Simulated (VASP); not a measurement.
# Ta (Im-3m) in VASP: a series of runs, part 2 of 2

VASP 6.6.1.

## (5) Single point, PBEsol (volume scaled by 1.03)

INCAR

```
ALGO = Fast ; EDIFF = 1E-7
ENCUT = 520 ; GGA = PS
ISIF = 2 ; ISMEAR = 0
LASPH = T ; LCHARG = F
LREAL = F ; LWAVE = F
NBANDS = 12 ; NELM = 80
PREC = Accurate ; SIGMA = 0.1
```

KPOINTS

```
k-points
0
Gamma
  18 18 18
```

POSCAR

```
Ta
1.0
   -1.6565010142      1.6565010142      1.6565010142
    1.6565010142     -1.6565010142      1.6565010142
    1.6565010142      1.6565010142     -1.6565010142
Ta
1
Direct
    0.0000000000      0.0000000000      0.0000000000
```

Potentials or basis: VASP PAW PBE potentials, release 64 (Ta_pv).

Launch:

```
> cat potpaw_PBE.64/Ta_pv/POTCAR > POTCAR
> mpirun -np 1 vasp_std > vasp.out
```

OUTCAR:

```text
EDIFF = 1E-7
   ENCUT = 520
   GGA = PS
   ISIF = 2
   ISMEAR = 0
   LASPH = T
   LREAL = F
   NELM = 80
   PREC = Accurate

 ion  position               nearest neighbor table
   1  0.000  0.000  0.000-

  LATTYP: Found a body centered cubic cell.
 ALAT       =     3.3130020284

  Lattice vectors:

 A1 = (  -1.6565010142,   1.6565010142,   1.6565010142)
 A2 = (   1.6565010142,  -1.6565010142,   1.6565010142)
 A3 = (   1.6565010142,   1.6565010142,  -1.6565010142)

Analysis of symmetry for initial positions (statically):
=====================================================================
 Subroutine PRICEL returns:
 Original cell was already a primitive cell.

 Routine SETGRP: Setting up the symmetry group for a
 body centered cubic supercell.

 Subroutine GETGRP returns: Found 48 space group operations
 (whereof 48 operations were pure point group operations)
 out of a pool of 48 trial point group operations.

The static configuration has the point symmetry O_h .

Analysis of symmetry for dynamics (positions and initial velocities):
=====================================================================
[... 162 lines left out ...]
 fundamental gap:      0.0244576329
 Fermi energy:         5.2531960330

 k-point     1 :       0.0000    0.0000    0.0000
  band No.  band energies     occupation
      1     -27.8166      2.00000
      2     -27.8166      2.00000
      3     -27.8166      2.00000
      4      -2.6474      2.00000
      5       5.9660      0.00000
      6       5.9660      0.00000
      7       5.9660      0.00000
      8       9.2022      0.00000
      9       9.2022      0.00000
     10      20.2418      0.00000
     11      20.2418      0.00000
     12      20.2418      0.00000
[... 331 lines left out ...]
 k-point    24 :       0.3889    0.1111   -0.0000
  band No.  band energies     occupation
      1     -28.8904      2.00000
      2     -28.2182      2.00000
      3     -27.8738      2.00000
      4       1.2859      2.00000
      5       3.8385      2.00000
      6       5.8897      0.00000
      7       8.9506      0.00000
      8      10.2287      0.00000
      9      13.0612      0.00000
     10      16.5812      0.00000
     11      18.1987      0.00000
     12      21.9204      0.00000

 [... further k-points ...]
[... 5 lines left out ...]
  --------------------------------------------------------------------------------------
  -------------------------------------------------------------------------------------
  Total       -0.6418229     -0.6418229     -0.6418229      0.0000000      0.0000000     -0.0000000
  in kB      -56.5575602    -56.5575602    -56.5575602      0.0000000      0.0000000     -0.0000000
  external PRESSURE =     -56.5575602 kB  Pullay stress =       0.0000000 kB

 VOLUME and BASIS-vectors are now :
 -----------------------------------------------------------------------------
  energy-cutoff  :      520.00
  volume of cell :       18.18
      direct lattice vectors                 reciprocal lattice vectors
    -1.656501014  1.656501014  1.656501014     0.000000000  0.301841047  0.301841047
     1.656501014 -1.656501014  1.656501014     0.301841047  0.000000000  0.301841047
     1.656501014  1.656501014 -1.656501014     0.301841047  0.301841047  0.000000000

 POSITION                                       TOTAL-FORCE (eV/Angst)
 -----------------------------------------------------------------------------------
      0.00000      0.00000      0.00000        -0.000000     -0.000000      0.000000
 -----------------------------------------------------------------------------------
    total drift:                               -0.000000      0.000000      0.000000

  FREE ENERGIE OF THE ION-ELECTRON SYSTEM (eV)
  ---------------------------------------------------
  free  energy   TOTEN  =       -12.5462932628 eV

  energy  without entropy=      -12.5401844983  energy(sigma->0) =      -12.54323888
```

OSZICAR:

```text
N       E                     dE             d eps       ncg     rms          rms(c)
DAV:   1     0.595991476557E+02    0.59599E+02   -0.61880E+03  4692   0.877E+02
DAV:   2    -0.120224085399E+02   -0.71622E+02   -0.69743E+02  5236   0.243E+02
DAV:   3    -0.130649307944E+02   -0.10425E+01   -0.10340E+01  5600   0.277E+01
DAV:   4    -0.130677934961E+02   -0.28627E-02   -0.28624E-02  5144   0.162E+00
DAV:   5    -0.130678035821E+02   -0.10086E-04   -0.10086E-04  5640   0.893E-02    0.136E+01
RMM:   6    -0.126651071487E+02    0.40270E+00   -0.27588E-01  5030   0.426E+00    0.653E+00
RMM:   7    -0.125470909675E+02    0.11802E+00   -0.27361E-01  5272   0.411E+00    0.334E-01
RMM:   8    -0.125462488617E+02    0.84211E-03   -0.10964E-02  5543   0.974E-01    0.294E-01
RMM:   9    -0.125463153017E+02   -0.66440E-04   -0.14636E-03  5781   0.344E-01    0.598E-02
RMM:  10    -0.125462901132E+02    0.25189E-04   -0.21125E-04  5749   0.129E-01    0.845E-03
RMM:  11    -0.125462921242E+02   -0.20110E-05   -0.42673E-05  6050   0.506E-02    0.467E-03
RMM:  12    -0.125462927900E+02   -0.66576E-06   -0.65881E-06  6084   0.171E-02    0.133E-02
RMM:  13    -0.125462931725E+02   -0.38254E-06   -0.18161E-06  5611   0.851E-03    0.609E-03
RMM:  14    -0.125462932628E+02   -0.90248E-07   -0.25817E-07  4318   0.338E-03
   1 F= -.12546293E+02 E0= -.12543239E+02  d E =-.610876E-02
```

Run time: 26 s. Hardware: 1 thread of Intel Xeon 6975P-C (Granite Rapids), shared host; peak memory 0.17 GiB.

What came out:

```
Free energy : -12.5463 eV
Pressure    : -5.7 GPa
```

Caveat: the PAW data sets were made with another functional, which shifts forces and pressure a little; spin-orbit coupling is left out, which moves the levels of the heavy elements.

## (6) Single point, PBEsol (volume scaled by 1.06)

INCAR

```
SYSTEM = Ta
ALGO     = Fast           ! electronic algorithm
EDIFF    = 1E-6           ! SCF threshold, eV
ENCUT    = 520            ! plane-wave cutoff, eV
GGA      = PS             ! functional
ISIF     = 2              ! what is computed and relaxed
ISMEAR   = 0              ! smearing method
LASPH    = .True.         ! aspherical terms in the spheres
LCHARG   = .True.         ! write CHGCAR
LELF     = .True.         ! ELF
LREAL    = .False.        ! projectors in reciprocal space
LVHAR    = .True.       
LWAVE    = .False.        ! write WAVECAR
NBANDS   = 12             ! bands
NELM     = 100            ! most SCF steps
PREC     = Accurate       ! precision mode
SIGMA    = 0.1            ! smearing width, eV
```

KPOINTS

```
k-points
0
Gamma
  18 18 18
  0 0 0
```

POSCAR

```
Ta
1.0
   -1.6724298857      1.6724298857      1.6724298857
    1.6724298857     -1.6724298857      1.6724298857
    1.6724298857      1.6724298857     -1.6724298857
Ta
1
Direct
    0.0000000000      0.0000000000      0.0000000000
```

Potentials or basis: VASP PAW PBE potentials, release 64 (Ta_pv).

Launch:

```
> cat potpaw_PBE.64/Ta_pv/POTCAR > POTCAR
> mpirun -np 1 vasp_std > vasp.out
```

It took 28 s on 1 thread of Intel Xeon 6975P-C (Granite Rapids), shared host; peak memory 0.16 GiB.

Results (log left out):

- Free energy: -12.5192 eV
- Pressure: -10.7 GPa

Levels at points of the mesh, in eV from the Fermi level:
| k point | band 3 | band 4 | band 5 | band 6 | band 7 | band 8 |
| --- | --- | --- | --- | --- | --- | --- |
| (0.00, 0.00, 0.00) | -33.18 | -7.78 | 0.71 | 0.71 | 0.71 | 3.85 |
| (0.50, 0.00, 0.00) | -33.19 | -4.23 | -1.45 | 1.44 | 3.70 | 4.69 |
| (0.50, 0.50, 0.50) | -33.91 | -3.60 | -3.60 | 6.53 | 6.53 | 6.53 |

Caveat: the PAW data sets were made with another functional, which shifts forces and pressure a little; spin-orbit coupling is left out, which moves the levels of the heavy elements.

## (7) Summary

| task | cell | k mesh | cutoff (eV) | smearing | gap on the mesh (eV) | pressure (GPa) |
| --- | --- | --- | --- | --- | --- | --- |
| relaxation of cell and atoms | relaxed from a = 2.841 Å, angles 109.5°, 1 atom | 20 × 20 × 20 | 600 | fermi-dirac 0.15 eV | none | 0.0 |
| single point | a = 2.783 Å, angles 109.5°, 1 atom | 18 × 18 × 18 | 520 | gaussian 0.1 eV | none | 14.9 |
| single point | a = 2.812 Å, angles 109.5°, 1 atom | 18 × 18 × 18 | 520 | gaussian 0.1 eV | none | 6.9 |
| single point | a = 2.869 Å, angles 109.5°, 1 atom | 18 × 18 × 18 | 520 | gaussian 0.1 eV | none | -5.7 |
| single point | a = 2.897 Å, angles 109.5°, 1 atom | 18 × 18 × 18 | 520 | gaussian 0.1 eV | none | -10.7 |

Alike in all rows: level PBEsol; potentials or basis VASP PAW PBE potentials, release 64 (Ta_pv); no spin polarisation.

Caveats: the PAW data sets were made with another functional, which shifts forces and pressure a little; spin-orbit coupling is left out, which moves the levels of the heavy elements.

Total energies depend on the potentials used, so only differences within one code and one set of settings carry meaning.
